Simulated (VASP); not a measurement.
# PbSe (Pm-3m) in VASP: further runs

The runs below take PbSe through single point, with PBEsol, LDA.

Program: VASP 6.6.1. These are calculated values, not measurements. Logs are shortened: lines on timing, memory, paths and dates and some standing lists are left out, and cuts for length are marked.

## 1. The cell of the first run

Symmetry: Pm-3m, No. 221, cubic system. Conventional cell: a = 3.784 Å, b = 3.784 Å, c = 3.784 Å, α = 90.00°, β = 90.00°, γ = 90.00°. Pb (site symmetry m-3m) has 8 Se at 3.28 Å and 6 Pb at 3.78 Å within 4.3 Å. Within 4.3 Å of Se (site symmetry m-3m) lie 8 Pb at 3.28 Å and 6 Se at 3.78 Å.

## 2. Single point, PBEsol

Input file INCAR:

```
SYSTEM = PbSe
PREC = Accurate
ENCUT = 520
EDIFF = 1E-7
ISMEAR = -1
SIGMA = 0.05
LREAL = .FALSE.
LASPH = .TRUE.
NELM = 80
ALGO = Normal
ISIF = 2
LWAVE = .FALSE.
LCHARG = .FALSE.
GGA = PS
NBANDS = 17
```

Input file KPOINTS:

```
regular mesh
0
G
  7 7 7
  0 0 0
```

Input file POSCAR:

```
PbSe
1.0
    3.7843220000      0.0000000000      0.0000000000
    0.0000000000      3.7843220000      0.0000000000
    0.0000000000      0.0000000000      3.7843220000
Pb Se
1 1
Direct
    0.0000000000      0.0000000000      0.0000000000
    0.5000000000      0.5000000000      0.5000000000
```

Potentials or basis: VASP PAW PBE potentials, release 64 (Pb_d, Se).

Launch:

```bash
$ cat potpaw_PBE.64/Pb_d/POTCAR potpaw_PBE.64/Se/POTCAR > POTCAR
$ mpirun -np 1 vasp_std > vasp.out
```

OUTCAR:

```text
SYSTEM = PbSe
   PREC = Accurate
   ENCUT = 520
   EDIFF = 1E-7
   ISMEAR = -1
   LREAL = .FALSE.
   LASPH = .TRUE.
   NELM = 80
   ISIF = 2
   GGA = PS

 ion  position               nearest neighbor table
   1  0.000  0.000  0.000-   2 3.28   2 3.28   2 3.28   2 3.28   2 3.28   2 3.28   2 3.28   2 3.28

   2  0.500  0.500  0.500-   1 3.28   1 3.28   1 3.28   1 3.28   1 3.28   1 3.28   1 3.28   1 3.28

  LATTYP: Found a simple cubic cell.
 ALAT       =     3.7843220000

  Lattice vectors:

 A1 = (   3.7843220000,   0.0000000000,   0.0000000000)
 A2 = (   0.0000000000,   3.7843220000,   0.0000000000)
 A3 = (   0.0000000000,   0.0000000000,   3.7843220000)

Analysis of symmetry for initial positions (statically):
=====================================================================
 Subroutine PRICEL returns:
 Original cell was already a primitive cell.

 Routine SETGRP: Setting up the symmetry group for a
 simple cubic supercell.

 Subroutine GETGRP returns: Found 48 space group operations
 (whereof 48 operations were pure point group operations)
 out of a pool of 48 trial point group operations.

The static configuration has the point symmetry O_h .

Analysis of symmetry for dynamics (positions and initial velocities):
=====================================================================
 Subroutine PRICEL returns:
 Original cell was already a primitive cell.

 Routine SETGRP: Setting up the symmetry group for a
 simple cubic supercell.

 Subroutine GETGRP returns: Found 48 space group operations
 (whereof 48 operations were pure point group operations)
 out of a pool of 48 trial point group operations.

The dynamic configuration has the point symmetry O_h .

 Subroutine INISYM returns: Found 48 space group operations
 (whereof 48 operations are pure point group operations),
 and found     1 'primitive' translations

----------------------------------------------------------------------------------------

                                     Primitive cell

  volume of cell :      54.1956

  direct lattice vectors                    reciprocal lattice vectors
     3.784322000  0.000000000  0.000000000     0.264248127  0.000000000  0.000000000
     0.000000000  3.784322000  0.000000000     0.000000000  0.264248127  0.000000000
     0.000000000  0.000000000  3.784322000     0.000000000  0.000000000  0.264248127

  length of vectors
     3.784322000  3.784322000  3.784322000     0.264248127  0.264248127  0.264248127

  position of ions in fractional coordinates (direct lattice)
     0.000000000  0.000000000  0.000000000
     0.500000000  0.500000000  0.500000000

  ion indices of the primitive-cell ions
   primitive index   ion index
                 1           1
                 2           2

----------------------------------------------------------------------------------------

 KPOINTS: regular mesh

Automatic generation of k-mesh.
 Grid dimensions read from file:
 generate k-points for:    7    7    7

 Generating k-lattice:

  Cartesian coordinates                     Fractional coordinates (reciprocal lattice)
     0.037749732  0.000000000  0.000000000     0.142857143  0.000000000  0.000000000
     0.000000000  0.037749732  0.000000000     0.000000000  0.142857143  0.000000000
     0.000000000  0.000000000  0.037749732     0.000000000  0.000000000  0.142857143

  Length of vectors
     0.037749732  0.037749732  0.037749732

  Shift w.r.t. Gamma in fractional coordinates (k-lattice)
     0.000000000  0.000000000  0.000000000

 Subroutine IBZKPT returns following result:
 ===========================================

 Found     20 irreducible k-points:

 Following reciprocal coordinates:
            Coordinates               Weight
  0.000000  0.000000  0.000000      1.000000
  0.142857  0.000000  0.000000      6.000000
  0.285714  0.000000  0.000000      6.000000
  0.428571  0.000000  0.000000      6.000000
  0.142857  0.142857  0.000000     12.000000
  0.285714  0.142857  0.000000     24.000000
[... 12 lines left out ...]
  0.428571  0.428571  0.285714     24.000000
  0.428571  0.428571  0.428571      8.000000
   k-points           NKPTS =     20   k-points in BZ     NKDIM =     20   number of bands    NBANDS=     17
   number of dos      NEDOS =    301   number of ions     NIONS =      2
   total plane-waves  NPLWV =  21952
   dimension x,y,z NGX =    28 NGY =   28 NGZ =   28
   dimension x,y,z NGXF=    56 NGYF=   56 NGZF=   56
   ions per type =               1   1
   NGX,Y,Z   is equivalent  to a cutoff of  12.30, 12.30, 12.30 a.u.
   NGXF,Y,Z  is equivalent  to a cutoff of  24.60, 24.60, 24.60 a.u.
 SYSTEM =  PbSe
   PREC   = accura    normal or accurate (medium, high low for compatibility)
   ISTART =      0    job   : 0-new  1-cont  2-samecut
   ICHARG =      2    charge: 1-file 2-atom 10-const
   ISPIN  =      1    spin polarized calculation?
   LNONCOLLINEAR =      F non collinear calculations
   LSORBIT =      F    spin-orbit coupling
   LASPH  =      T    aspherical Exc in radial PAW
   ENCUT  =  520.0 eV  38.22 Ry    6.18 a.u.   7.04  7.04  7.04*2*pi/ulx,y,z
   NELM   =     80;   NELMIN=  2; NELMDL= -5     # of ELM steps
   EDIFF  = 0.1E-06   stopping-criterion for ELM
   LREAL  =      F    real-space projection
   EDIFFG = 0.1E-05   stopping-criterion for IOM
   NSW    =      0    number of steps for IOM
   IBRION =     -1    ionic relax: 0-MD 1-quasi-New 2-CG
   NFREE  =      0    steps in history (QN), initial steepest desc. (CG)
   ISIF   =      2    stress and relaxation
   ISYM   =      2    0-nonsym 1-usesym 2-fastsym
   POTIM  = 0.5000    time-step for ionic-motion
   TEBEG  =    0.0;   TEEND  =   0.0 temperature during run
   PSTRESS=    0.0 pullay stress
   NELECT =      20.0000    total number of electrons
   NUPDOWN=      -1.0000    fix difference up-down
   EMIN   =  10.00;   EMAX   =-10.00  energy-range for DOS
   EFERMI =   0.00;   METHOD = LEGACY
   ISMEAR =    -1;   SIGMA  =   0.05  broadening in eV -4-tet -1-fermi 0-gaus
   EFERMI_NEDOS =   21; number of points for ismear=-14 and -15
   IALGO  =     38    algorithm
   IMIX   =      4    mixing-type and parameters
     AMIX     =   0.40;   BMIX     =  1.00
     AMIX_MAG =   1.60;   BMIX_MAG =  1.00
  volume/ion in A,a.u.               =      27.10       182.87
  Fermi-wavevector in a.u.,A,eV,Ry     =   1.174258  2.219025 18.760817  1.378881
  Thomas-Fermi vector in A             =   2.310658
   LORBIT       =      0    0 simple, 1 ext, 2 COOP (PROOUT), +10 PAW based schemes
   GGA     = PS    functional components
   LHFCALC =     F    Hartree Fock is set to
   AEXX    =    0.0000 exact exchange contribution
   IVDW    =     0    specifies the selected vdW correction
   LEPSILON=     F    determine dielectric tensor
   LRPA    =     F    only Hartree local field effects (RPA)
 non-spin polarized calculation
  energy-cutoff  :      520.00
  volume of cell :       54.20
 maximum number of plane-waves:      1474
   NGX = 15   NGY = 15   NGZ = 15

 number of electron      20.0000009 magnetization

 Free energy of the ion-electron system (eV)
  ---------------------------------------------------
  ext. energy  EPLUGINS =         0.00000000
  ---------------------------------------------------
  free energy    TOTEN  =        -8.47660217 eV

  energy without entropy =       -8.46638098  energy(sigma->0) =       -8.47149157

 E-fermi :   5.1484     XC(G=0): -10.1235

 val. band max:        5.1434728815   @ k =   0.4286   0.4286   0.0000
 cond. band min:       5.1533635615   @ k =   0.1429   0.1429   0.1429
 fundamental gap:      0.0098906800
 Fermi energy:         5.1483858904

 k-point     1 :       0.0000    0.0000    0.0000
  band No.  band energies     occupation
      1     -11.6488      2.00000
      2     -11.6488      2.00000
      3     -11.4983      2.00000
      4     -11.4983      2.00000
      5     -11.4983      2.00000
      6      -8.0430      2.00000
[... 9 lines left out ...]
     16      16.3335      0.00000
     17      17.9760      0.00000

 k-point     2 :       0.1429    0.0000    0.0000
  band No.  band energies     occupation
      1     -11.6475      2.00000
      2     -11.6267      2.00000
      3     -11.5065      2.00000
      4     -11.5065      2.00000
      5     -11.4975      2.00000
      6      -7.8947      2.00000
[... 9 lines left out ...]
     16      17.0280      0.00000
     17      17.3495      0.00000

 k-point     3 :       0.2857    0.0000    0.0000
  band No.  band energies     occupation
      1     -11.6445      2.00000
      2     -11.5772      2.00000
      3     -11.5248      2.00000
      4     -11.5248      2.00000
      5     -11.4959      2.00000
      6      -7.4972      2.00000
[... 9 lines left out ...]
     16      15.0878      0.00000
     17      17.5214      0.00000

 k-point     4 :       0.4286    0.0000    0.0000
  band No.  band energies     occupation
      1     -11.6422      2.00000
      2     -11.5394      2.00000
      3     -11.5394      2.00000
      4     -11.5379      2.00000
      5     -11.4946      2.00000
      6      -7.0668      2.00000
[... 9 lines left out ...]
     16      17.1400      0.00000
     17      18.1558      0.00000
[... 263 lines left out ...]
      1     -11.5859      2.00000
      2     -11.5690      2.00000
      3     -11.5499      2.00000
      4     -11.5299      2.00000
      5     -11.4887      2.00000
      6      -6.4157      2.00000
[... 9 lines left out ...]
     16      15.9667      0.00000
     17      19.0516      0.00000

 k-point    19 :       0.4286    0.4286    0.2857
  band No.  band energies     occupation
      1     -11.6013      2.00000
      2     -11.5679      2.00000
      3     -11.5665      2.00000
      4     -11.5085      2.00000
      5     -11.4653      2.00000
      6      -6.2559      2.00000
[... 9 lines left out ...]
     16      17.0967      0.00000
     17      19.5558      0.00000

 k-point    20 :       0.4286    0.4286    0.4286
  band No.  band energies     occupation
      1     -11.5905      2.00000
      2     -11.5857      2.00000
      3     -11.5857      2.00000
      4     -11.4644      2.00000
      5     -11.4644      2.00000
      6      -6.1552      2.00000
[... 9 lines left out ...]
     16      18.1266      0.00000
     17      21.8329      0.00000

------------------------ aborting loop because EDIFF is reached ----------------------------------------

  FORCE on cell =-STRESS in cart. coord.  units (eV):
  Direction    XX          YY          ZZ          XY          YZ          ZX
  --------------------------------------------------------------------------------------
  -------------------------------------------------------------------------------------
  Total       -1.1001267     -1.1001267     -1.1001267     -0.0000000     -0.0000000     -0.0000000
  in kB      -32.5228836    -32.5228836    -32.5228836     -0.0000000     -0.0000000     -0.0000000
  external PRESSURE =     -32.5228836 kB  Pullay stress =       0.0000000 kB

 VOLUME and BASIS-vectors are now :
 -----------------------------------------------------------------------------
  energy-cutoff  :      520.00
  volume of cell :       54.20
      direct lattice vectors                 reciprocal lattice vectors
     3.784322000  0.000000000  0.000000000     0.264248127  0.000000000  0.000000000
     0.000000000  3.784322000  0.000000000     0.000000000  0.264248127  0.000000000
     0.000000000  0.000000000  3.784322000     0.000000000  0.000000000  0.264248127

 POSITION                                       TOTAL-FORCE (eV/Angst)
 -----------------------------------------------------------------------------------
      0.00000      0.00000      0.00000         0.000000      0.000000      0.000000
      1.89216      1.89216      1.89216         0.000000      0.000000      0.000000
 -----------------------------------------------------------------------------------
    total drift:                               -0.000000      0.000000      0.000000

  FREE ENERGIE OF THE ION-ELECTRON SYSTEM (eV)
  ---------------------------------------------------
  free  energy   TOTEN  =        -8.4766021688 eV

  energy  without entropy=       -8.4663809782  energy(sigma->0) =       -8.47149157
```

Run time: 31 s. Hardware: 1 thread of AMD EPYC 7R13, shared host; peak memory 0.14 GiB.

What came out:

| Property | Result |
| --- | --- |
| Free energy | -8.4766 eV |
| Pressure | -3.3 GPa |
| Band gap on the k mesh | zero (band 10 reaches 5.15 eV, above the bottom of band 11 at 4.98 eV) |

Levels at points of the mesh, in eV from the Fermi level:
```tsv
k point	band 6	band 7	band 8	band 9	band 10	band 11	band 12	band 13	band 14	band 15
(0.00, 0.00, 0.00)	-13.19	-7.05	-1.47	-1.47	-1.47	5.08	5.08	6.08	6.08	6.08
```

Caveat: the PAW data sets were made with another functional, which shifts forces and pressure a little; spin-orbit coupling is left out, which moves the levels of the heavy elements.

## 3. Single point, LDA (volume scaled by 1.02)

Input file INCAR:

```
  PREC = Accurate
  ENCUT = 520
  EDIFF = 1E-6
  ISMEAR = -1
  SIGMA = 0.05
  LREAL = False
  LASPH = True
  NELM = 60
  ALGO = Normal
  ISIF = 2
  LWAVE = False
  LCHARG = True
  GGA = CA
  LELF = True
  LVHAR = True
  NBANDS = 17
```

Input file KPOINTS:

```
regular mesh
0
Gamma
  7 7 7
```

Input file POSCAR:

```
PbSe
1.0
    3.8093844655      0.0000000000      0.0000000000
    0.0000000000      3.8093844655      0.0000000000
    0.0000000000      0.0000000000      3.8093844655
Pb Se
1 1
Direct
    0.0000000000      0.0000000000      0.0000000000
    0.5000000000      0.5000000000      0.5000000000
```

Potentials or basis: VASP PAW LDA potentials, release 64 (Pb_d, Se).

Launch:

```bash
$ cat potpaw_LDA.64/Pb_d/POTCAR potpaw_LDA.64/Se/POTCAR > POTCAR
$ mpirun -np 1 vasp_std > vasp.out
```

Run time: 28 s. Hardware: 1 thread of AMD EPYC 7R13, shared host; peak memory 0.12 GiB.

Results (log left out):

| Quantity | Value |
| --- | --- |
| Free energy | -8.9450 eV |
| Pressure | -5.5 GPa |
| Band gap on the k mesh | zero (band 10 reaches 4.95 eV, above the bottom of band 11 at 4.79 eV) |

Levels at points of the mesh, in eV from the Fermi level:
```csv
k point,band 7,band 8,band 9,band 10,band 11,band 12,band 13,band 14
"(0.00, 0.00, 0.00)",-7.14,-1.42,-1.42,-1.42,5.16,5.16,5.86,5.86
```

Caveat: spin-orbit coupling is left out, which moves the levels of the heavy elements.
